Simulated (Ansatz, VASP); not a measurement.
**Two plane-wave programs on GeSe3**

```
CELL_PARAMETERS angstrom
6.05237 0.00000 0.00000
-3.02618 5.24150 0.00000
0.00000 0.00000 5.30218
ATOMIC_POSITIONS crystal
Ge 0.33333 0.66667 0.25000
Ge 0.66667 0.33333 0.75000
Se 0.82272 0.64544 0.25000
Se 0.17728 0.82272 0.75000
Se 0.35456 0.17728 0.25000
Se 0.17728 0.35456 0.75000
Se 0.82272 0.17728 0.25000
Se 0.64544 0.82272 0.75000
```

Alike in both runs: functional PBE; k mesh 3 × 3 × 4; occupations gaussian, width 0.1 eV; no spin polarisation.

Ansatz relaxed the structure, and its values are those at the end. VASP's run is a single point on that final structure, the one shown.

|  | VASP | Ansatz |
| --- | --- | --- |
| version | VASP 6.6.1 | Ansatz 0.2.0 |
| potentials or method | VASP PAW PBE potentials, release 64 (Ge_d, Se), cutoff 520 eV | scalar-relativistic, plane waves, PAW |
| valence electrons in the cell | 64 | 124 |

```csv
,VASP,Ansatz,Ansatz less VASP
gap on the k mesh at the Fermi level (eV),none,none,-
pressure (GPa),-0.1,-0.1,-0.03
rms of the force components (eV/Å),0.010,0.011,+0.0013
```

A gap of «none» marks a metal or a gap that the smearing closes. With one functional, cell and mesh, what is left measures potentials, basis and numerics. VASP's potentials hold 64 valence electrons a cell and Ansatz's 124, so a difference there can come from the potentials and not from the codes.

The k mesh is coarse, so the values compare programs but aren't converged.
